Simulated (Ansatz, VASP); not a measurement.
## Two plane-wave programs on TiAl

```
CELL_PARAMETERS angstrom
2.86726 0.00000 0.00000
-1.43363 2.48312 0.00000
0.00000 0.00000 4.67808
ATOMIC_POSITIONS crystal
Ti 0.04027 0.08054 0.00000
Al 0.33333 0.66667 0.50000
```

Alike in both runs: task single point; functional PBEsol; k mesh 18 × 18 × 10; occupations gaussian, width 0.15 eV; no spin polarisation.

|  | VASP | Ansatz |
| --- | --- | --- |
| version | VASP 6.6.1 | Ansatz 0.2.0 |
| potentials or method | VASP PAW PBE potentials, release 64 (Ti_sv, Al), cutoff 520 eV | scalar-relativistic, plane waves, PAW |
| valence electrons in the cell | 15 | 15 |

```tsv
	VASP	Ansatz	Ansatz less VASP
gap on the k mesh at the Fermi level (eV)	none	none	-
pressure (GPa)	-2.4	-2.4	-0.05
traceless stress, the component that is largest in VASP (GPa)	2.60	2.63	+0.033
rms of the force components (eV/Å)	0.275	0.275	0.0000
```

VASP's potentials were made for PBE, not for PBEsol. Atom by atom the forces differ by 0.000 eV/Å (rms over components). A gap of «none» marks a metal or a gap that the smearing closes. With one functional, cell and mesh, what is left measures potentials, basis and numerics.
